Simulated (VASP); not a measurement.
A run of VASP 6.6.1 is set up as follows.

Contents of INCAR:

```
PREC = Accurate ; ENCUT = 520
EDIFF = 1E-6 ; ISMEAR = 0
SIGMA = 0.1 ; LREAL = F
LASPH = T ; NELM = 100
ALGO = Fast ; ISIF = 2
LWAVE = F ; LCHARG = F
GGA = PS ; NBANDS = 36
```

File KPOINTS:

```
Automatic mesh
0
Gamma
  10 10 6
```

The input POSCAR:

```
Ag
1.0
    2.7099535708     -2.7099535708      0.0000000000
    2.7099535708      2.7099535708      0.0000000000
    0.0000000000      0.0000000000      6.7375765195
Ag
5
Direct
    0.5000000000      0.0000000000      0.2985527389
    0.0000000000      0.5000000000      0.7014472611
    0.0000000000      0.5000000000      0.2985527389
    0.5000000000      0.0000000000      0.7014472611
    0.0000000000      0.0000000000      0.0000000000
```

Potentials or basis: VASP PAW PBE potentials, release 64 (Ag).

Launch:

```bash
$ cat potpaw_PBE.64/Ag/POTCAR > POTCAR
$ mpirun -np 1 vasp_std > vasp.out
```

(1) What does it give for the pressure?

(2) What does it give for the band gap on the k mesh?

Results:

(1) -0.2 GPa.

(2) zero (an odd number of electrons rules out a gap without spin polarisation).

Caveat: the PAW data sets were made with another functional, which shifts forces and pressure a little.
